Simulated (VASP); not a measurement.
# H6C2O in VASP: single point with PBE

Aim: the single point of H6C2O with PBE.

Everything below comes from runs of VASP 6.6.1. Logs are shortened: lines on timing, memory, paths and dates and some standing lists are left out, and cuts for length are marked.

## (1) The cell of the first run

The cell holds a disordered packing, 36 atoms: a = 7.294 Å, b = 7.294 Å, c = 7.294 Å, α = 90.00°, β = 90.00°, γ = 90.00°.

## (2) Single point, PBE

File INCAR:

```
PREC = Accurate
ENCUT = 1000
EDIFF = 1E-6
ISMEAR = -1
SIGMA = 0.02
LREAL = Auto
LASPH = True
NELM = 120
ALGO = Normal
ISIF = 2
LWAVE = False
LCHARG = False
GGA = PE
NBANDS = 64
GGA_COMPAT = False
```

File KPOINTS:

```
regular mesh
0
Gamma
  1 1 1
```

File POSCAR:

```
H6C2O
1.0
    7.2936330000      0.0000000000      0.0000000000
    0.0000000000      7.2936330000      0.0000000000
    0.0000000000      0.0000000000      7.2936330000
C O H
8 4 24
Direct
    0.4835657370      0.0224699236      0.8961210236
    0.6024278331      0.1526369696      1.0057270888
    0.8199388585      0.6819020209      0.3473048035
    0.6530079935      0.7706169246      0.4322702363
    0.2546935861      0.2255373319      0.4139367418
    0.1461229443      0.2998363039      0.2536233518
    0.3378888717      0.5322257099      0.8389371996
    0.1574802766      0.6313920143      0.8112360745
    0.7539668700      0.0498897424      1.0757614233
    0.5123711694      0.6344182867      0.4387054277
    0.1688572208      0.4937136332      0.2508866037
    0.0163774120      0.4966424541      0.7874417480
    0.8301602281      0.1329662447      1.1466634370
    0.6507634512      0.2663527962      0.9187258586
    0.5228849850      0.2130308169      1.1190333111
    0.3649904351      0.0936986471      0.8376280324
    0.5632145765     -0.0375382708      0.7837492379
    0.4342140915     -0.0886636506      0.9843583467
    0.4001098952      0.6916550988      0.4822912496
    0.6858504340      0.8210434177      0.5712105795
    0.6103434529      0.8891032487      0.3489202330
    0.9339326467      0.7791343135      0.3383743793
    0.8643108274      0.5636434830      0.4288033162
    0.7869981722      0.6344641649      0.2084980688
    0.1012542165      0.5407435284      0.1464492555
    0.1931924152      0.2383055530      0.1235287822
   -0.0005277925      0.2652314005      0.2688043495
    0.2423411021      0.0758443688      0.4216526029
    0.3998414483      0.2620756139      0.3994247472
    0.2032701198      0.2854937220      0.5416352315
   -0.0982357629      0.5605261110      0.7656030003
    0.1259754290      0.7206627203      0.9298287027
    0.1649853955      0.7229337547      0.6909645896
    0.4488922482      0.6296042518      0.8644278648
    0.3295030912      0.4412531213      0.9575714094
    0.3721034207      0.4506407293      0.7178571915
```

Potentials or basis: VASP PAW PBE potentials, release 64 (C_h, O_h, H_h).

On the command line:

```sh
$ cat potpaw_PBE.64/C_h/POTCAR potpaw_PBE.64/O_h/POTCAR potpaw_PBE.64/H_h/POTCAR > POTCAR
$ mpirun -np 1 vasp_gam > vasp.out
```

OUTCAR:

```text
PREC = Accurate
   ENCUT = 1000
   EDIFF = 1E-6
   ISMEAR = -1
   LREAL = Auto
   LASPH = True
   NELM = 120
   ISIF = 2
   GGA = PE

 ion  position               nearest neighbor table
   1  0.484  0.022  0.896-  16 1.10  18 1.10  17 1.10   2 1.51
   2  0.602  0.153  0.006-  15 1.10  14 1.10   9 1.43   1 1.51
   3  0.820  0.682  0.347-  22 1.09  23 1.10  24 1.10   4 1.51
   4  0.653  0.771  0.432-  21 1.10  20 1.10  10 1.43   3 1.51
   5  0.255  0.226  0.414-  30 1.10  29 1.10  28 1.10   6 1.51
   6  0.146  0.300  0.254-  26 1.10  27 1.10  11 1.42   5 1.51
   7  0.338  0.532  0.839-  35 1.09  34 1.09  36 1.09   8 1.52
   8  0.157  0.631  0.811-  33 1.10  32 1.11  12 1.43   7 1.52
   9  0.754  0.050  0.076-  13 0.97   2 1.43
  10  0.512  0.634  0.439-  19 0.97   4 1.43
  11  0.169  0.494  0.251-  25 0.97   6 1.42
  12  0.016  0.497  0.787-  31 0.97   8 1.43
  13  0.830  0.133  0.147-   9 0.97
  14  0.651  0.266  0.919-   2 1.10
  15  0.523  0.213  0.119-   2 1.10
  16  0.365  0.094  0.838-   1 1.10
  17  0.563  0.962  0.784-   1 1.10
  18  0.434  0.911  0.984-   1 1.10
[... 16 lines left out ...]
  35  0.330  0.441  0.958-   7 1.09
  36  0.372  0.451  0.718-   7 1.09

  LATTYP: Found a simple cubic cell.
 ALAT       =     7.2936330000

  Lattice vectors:

 A1 = (   7.2936330000,   0.0000000000,   0.0000000000)
 A2 = (   0.0000000000,   7.2936330000,   0.0000000000)
 A3 = (   0.0000000000,   0.0000000000,   7.2936330000)

Analysis of symmetry for initial positions (statically):
=====================================================================
 Subroutine PRICEL returns:
 Original cell was already a primitive cell.

 Routine SETGRP: Setting up the symmetry group for a
 simple cubic supercell.

 Subroutine GETGRP returns: Found  1 space group operations
 (whereof  1 operations were pure point group operations)
 out of a pool of 48 trial point group operations.

The static configuration has the point symmetry C_1 .

Analysis of symmetry for dynamics (positions and initial velocities):
=====================================================================
 Subroutine PRICEL returns:
 Original cell was already a primitive cell.

 Routine SETGRP: Setting up the symmetry group for a
 simple cubic supercell.

 Subroutine GETGRP returns: Found  1 space group operations
 (whereof  1 operations were pure point group operations)
 out of a pool of 48 trial point group operations.

The dynamic configuration has the point symmetry C_1 .

 Subroutine INISYM returns: Found  1 space group operations
 (whereof  1 operations are pure point group operations),
 and found     1 'primitive' translations

----------------------------------------------------------------------------------------

                                     Primitive cell

  volume of cell :     388.0000

  direct lattice vectors                    reciprocal lattice vectors
     7.293633000  0.000000000  0.000000000     0.137105884  0.000000000  0.000000000
     0.000000000  7.293633000  0.000000000     0.000000000  0.137105884  0.000000000
     0.000000000  0.000000000  7.293633000     0.000000000  0.000000000  0.137105884

  length of vectors
     7.293633000  7.293633000  7.293633000     0.137105884  0.137105884  0.137105884

  position of ions in fractional coordinates (direct lattice)
     0.483565737  0.022469924  0.896121024
     0.602427833  0.152636970  0.005727089
     0.819938859  0.681902021  0.347304804
     0.653007993  0.770616925  0.432270236
     0.254693586  0.225537332  0.413936742
     0.146122944  0.299836304  0.253623352
[... 28 lines left out ...]
     0.329503091  0.441253121  0.957571409
     0.372103421  0.450640729  0.717857192

  ion indices of the primitive-cell ions
   primitive index   ion index
                 1           1
                 2           2
                 3           3
                 4           4
                 5           5
                 6           6
[... 28 lines left out ...]
                35          35
                36          36

----------------------------------------------------------------------------------------

 KPOINTS: regular mesh

Automatic generation of k-mesh.
 Grid dimensions read from file:
 generate k-points for:    1    1    1

 Generating k-lattice:

  Cartesian coordinates                     Fractional coordinates (reciprocal lattice)
     0.137105884  0.000000000  0.000000000     1.000000000  0.000000000  0.000000000
     0.000000000  0.137105884  0.000000000     0.000000000  1.000000000  0.000000000
     0.000000000  0.000000000  0.137105884     0.000000000  0.000000000  1.000000000

  Length of vectors
     0.137105884  0.137105884  0.137105884

  Shift w.r.t. Gamma in fractional coordinates (k-lattice)
     0.000000000  0.000000000  0.000000000

 Subroutine IBZKPT returns following result:
 ===========================================

 Found      1 irreducible k-points:

 Following reciprocal coordinates:
            Coordinates               Weight
  0.000000  0.000000  0.000000      1.000000
   k-points           NKPTS =      1   k-points in BZ     NKDIM =      1   number of bands    NBANDS=     64
   number of dos      NEDOS =    301   number of ions     NIONS =     36
   total plane-waves  NPLWV = 512000
   dimension x,y,z NGX =    80 NGY =   80 NGZ =   80
   dimension x,y,z NGXF=   160 NGYF=  160 NGZF=  160
   ions per type =               8   4  24
   NGX,Y,Z   is equivalent  to a cutoff of  18.23, 18.23, 18.23 a.u.
   NGXF,Y,Z  is equivalent  to a cutoff of  36.47, 36.47, 36.47 a.u.
 SYSTEM =  unknown system
   PREC   = accura    normal or accurate (medium, high low for compatibility)
   ISTART =      0    job   : 0-new  1-cont  2-samecut
   ICHARG =      2    charge: 1-file 2-atom 10-const
   ISPIN  =      1    spin polarized calculation?
   LNONCOLLINEAR =      F non collinear calculations
   LSORBIT =      F    spin-orbit coupling
   LASPH  =      T    aspherical Exc in radial PAW
   ENCUT  = 1000.0 eV  73.50 Ry    8.57 a.u.  18.81 18.81 18.81*2*pi/ulx,y,z
   NELM   =    120;   NELMIN=  2; NELMDL= -5     # of ELM steps
   EDIFF  = 0.1E-05   stopping-criterion for ELM
   LREAL  =      T    real-space projection
   EDIFFG = 0.1E-04   stopping-criterion for IOM
   NSW    =      0    number of steps for IOM
   IBRION =     -1    ionic relax: 0-MD 1-quasi-New 2-CG
   NFREE  =      0    steps in history (QN), initial steepest desc. (CG)
   ISIF   =      2    stress and relaxation
   ISYM   =      2    0-nonsym 1-usesym 2-fastsym
   POTIM  = 0.5000    time-step for ionic-motion
   TEBEG  =    0.0;   TEEND  =   0.0 temperature during run
   PSTRESS=    0.0 pullay stress
   NELECT =      80.0000    total number of electrons
   NUPDOWN=      -1.0000    fix difference up-down
   EMIN   =  10.00;   EMAX   =-10.00  energy-range for DOS
   EFERMI =   0.00;   METHOD = LEGACY
   ISMEAR =    -1;   SIGMA  =   0.02  broadening in eV -4-tet -1-fermi 0-gaus
   EFERMI_NEDOS =   21; number of points for ismear=-14 and -15
   IALGO  =     38    algorithm
   IMIX   =      4    mixing-type and parameters
     AMIX     =   0.40;   BMIX     =  1.00
     AMIX_MAG =   1.60;   BMIX_MAG =  1.00
  volume/ion in A,a.u.               =      10.78        72.73
  Fermi-wavevector in a.u.,A,eV,Ry     =   0.967151  1.827650 12.726630  0.935381
  Thomas-Fermi vector in A             =   2.097013
   LORBIT       =      0    0 simple, 1 ext, 2 COOP (PROOUT), +10 PAW based schemes
   GGA     = PE    functional components
   LHFCALC =     F    Hartree Fock is set to
   AEXX    =    0.0000 exact exchange contribution
   IVDW    =     0    specifies the selected vdW correction
   LEPSILON=     F    determine dielectric tensor
   LRPA    =     F    only Hartree local field effects (RPA)
 non-spin polarized calculation
  energy-cutoff  :     1000.00
  volume of cell :      388.00
 maximum number of plane-waves:     13913
 NGX is ok and might be reduce to    80
   NGX = 37   NGY = 37   NGZ = 37

 number of electron      80.0000003 magnetization

 Free energy of the ion-electron system (eV)
  ---------------------------------------------------
  ext. energy  EPLUGINS =         0.00000000
  ---------------------------------------------------
  free energy    TOTEN  =      -187.81335499 eV

  energy without entropy =     -187.81335499  energy(sigma->0) =     -187.81335499

 E-fermi :  -2.0265     XC(G=0):  -6.4683

 val. band max:       -2.5854117717   @ k =   0.0000   0.0000   0.0000
 cond. band min:       1.9350037880   @ k =   0.0000   0.0000   0.0000
 fundamental gap:      4.5204155596
 Fermi energy:        -2.0264962449

 k-point     1 :       0.0000    0.0000    0.0000
  band No.  band energies     occupation
      1     -22.3661      2.00000
      2     -22.1807      2.00000
      3     -22.1210      2.00000
      4     -21.8884      2.00000
      5     -15.4024      2.00000
      6     -15.3003      2.00000
[... 44 lines left out ...]
     51       5.5272      0.00000
     52       5.7008      0.00000
 [bands above 52 left out]

------------------------ aborting loop because EDIFF is reached ----------------------------------------

  FORCE on cell =-STRESS in cart. coord.  units (eV):
  Direction    XX          YY          ZZ          XY          YZ          ZX
  --------------------------------------------------------------------------------------
  -------------------------------------------------------------------------------------
  Total        3.0367941      2.0153253      2.6100987      0.1842205     -0.3832703     -0.4613385
  in kB       12.5399040      8.3219293     10.7779408      0.7607059     -1.5826469     -1.9050157
  external PRESSURE =      10.5465914 kB  Pullay stress =       0.0000000 kB

 VOLUME and BASIS-vectors are now :
 -----------------------------------------------------------------------------
  energy-cutoff  :     1000.00
  volume of cell :      388.00
      direct lattice vectors                 reciprocal lattice vectors
     7.293633000  0.000000000  0.000000000     0.137105884  0.000000000  0.000000000
     0.000000000  7.293633000  0.000000000     0.000000000  0.137105884  0.000000000
     0.000000000  0.000000000  7.293633000     0.000000000  0.000000000  0.137105884

 POSITION                                       TOTAL-FORCE (eV/Angst)
 -----------------------------------------------------------------------------------
      3.52695      0.16389      6.53598         0.048856      0.068278      0.060707
      4.39389      1.11328      0.04177        -0.097460      0.009226     -0.069936
      5.98033      4.97354      2.53311        -0.105368      0.075065      0.107152
      4.76280      5.62060      3.15282         0.063215     -0.057723     -0.148076
      1.85764      1.64499      3.01910        -0.065482     -0.051509     -0.021520
      1.06577      2.18690      1.84984         0.206898      0.064634     -0.007816
[... 28 lines left out ...]
      2.40327      3.21834      6.98417         0.000351     -0.005785      0.077586
      2.71399      3.28681      5.23579         0.062604      0.025330     -0.024813
 -----------------------------------------------------------------------------------
    total drift:                                0.001060      0.000208     -0.000687

  FREE ENERGIE OF THE ION-ELECTRON SYSTEM (eV)
  ---------------------------------------------------
  free  energy   TOTEN  =      -187.8133549903 eV

  energy  without entropy=     -187.8133549903  energy(sigma->0) =     -187.81335499
```

It took 2.5 min on 1 thread of Intel Xeon Platinum 8488C (Sapphire Rapids), shared host; peak memory 0.93 GiB.

Results:

```
Free energy            : -187.8134 eV
Pressure               : 1.1 GPa
Largest force          : 0.248 eV/Å
Band gap on the k mesh : 4.52 eV
```

Forces in eV/Å, atoms in the order of the input:
```
C    0.049  0.068  0.061
C   -0.097  0.009 -0.070
C   -0.105  0.075  0.107
C    0.063 -0.058 -0.148
C   -0.065 -0.052 -0.022
C    0.207  0.065 -0.008
C   -0.118  0.017 -0.024
C    0.161  0.049  0.033
O    0.105 -0.069  0.008
O   -0.108  0.115  0.152
O   -0.005 -0.055 -0.080
O   -0.117 -0.016  0.087
H    0.038 -0.006 -0.045
H    0.050  0.036 -0.055
H    0.001  0.042  0.035
H   -0.015  0.020 -0.021
H    0.008 -0.025 -0.034
H   -0.017 -0.022  0.038
H    0.082 -0.162 -0.170
H    0.044  0.011  0.091
H   -0.016  0.036  0.016
H    0.035  0.034  0.008
H    0.049 -0.005  0.002
H   -0.016  0.004 -0.076
H   -0.026 -0.039  0.017
H   -0.041 -0.014 -0.021
H   -0.162 -0.041  0.136
H   -0.012 -0.045  0.011
H    0.026  0.007  0.016
H   -0.046 -0.042  0.077
H    0.035 -0.027 -0.031
H    0.007  0.032 -0.004
H   -0.049  0.006 -0.101
H   -0.005  0.033 -0.038
H    0.000 -0.006  0.078
H    0.063  0.025 -0.025
```

Stress tensor (GPa, compression positive):
```
 1.25  0.08 -0.19
 0.08  0.83 -0.16
-0.19 -0.16  1.08
```

Levels at points of the mesh, in eV from the valence-band top:
| k point | band 38 | band 39 | band 40 | band 41 | band 42 | band 43 |
| --- | --- | --- | --- | --- | --- | --- |
| (0.00, 0.00, 0.00) | -0.43 | -0.34 | 0.00 | 4.52 | 5.54 | 5.94 |

Caveat: the k points lie up to 0.86 Å⁻¹ apart.
